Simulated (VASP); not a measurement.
Input of a VASP 6.6.1 run:

File INCAR:

```
SYSTEM = Li4TmGe
PREC = Accurate ; ENCUT = 750
EDIFF = 1E-6 ; ISMEAR = 0
SIGMA = 0.1 ; LREAL = .False.
LASPH = .True. ; NELM = 200
ALGO = Normal ; ISIF = 2
LWAVE = .False. ; LCHARG = .False.
GGA = PE ; NBANDS = 26
GGA_COMPAT = .False. ; LMAXMIX = 6
```

KPOINTS

```
regular mesh
0
Gamma
  4 4 4
  0 0 0
```

POSCAR

```
Li4TmGe
1.0
    2.8772282132     -2.8750879660      0.0000000000
    2.8772282132      2.8750879660      0.0000000000
   -1.9834296221      0.0000000000      7.2067610066
Li Tm Ge
4 1 1
Direct
    0.4089021916      0.9380285794      0.1716281449
    0.0619714206      0.5910978084      0.8283718551
    0.5910978084      0.0619714206      0.8283718551
    0.9380285794      0.4089021916      0.1716281449
    0.0000000000      0.0000000000      0.5000000000
    0.5000000000      0.5000000000      0.5000000000
```

Potentials or basis: VASP PAW PBE potentials, release 64 (Li_sv, Tm_3, Ge_d), 4f in core.

Run with:

```console
$ cat potpaw_PBE.64/Li_sv/POTCAR potpaw_PBE.64/Tm_3/POTCAR potpaw_PBE.64/Ge_d/POTCAR > POTCAR
$ mpirun -np 1 vasp_std > vasp.out
```

Task: Estimate the band gap on the k mesh.

Result: Zero (an odd number of electrons rules out a gap without spin polarisation).

Task: Predict the pressure.

Result: 0.7 GPa.

Task: Estimate the largest force.

Result: 0.029 eV/Å.

Forces in eV/Å, atoms in the order of the input:
```
Li  -0.005  0.001  0.029
Li   0.005  0.001 -0.029
Li   0.005 -0.001 -0.029
Li  -0.005 -0.001  0.029
Tm   0.000  0.000  0.000
Ge   0.000  0.000  0.000
```

Caveat: the k points lie up to 0.39 Å⁻¹ apart, too coarse for converged energies and pressures of a metal; spin-orbit coupling is left out, which moves the levels of the heavy elements; the 4f electrons are frozen in the core, so they carry no moment and show no levels. Spin polarisation is off, so any magnetic state and its effect on volume and gap are missing.
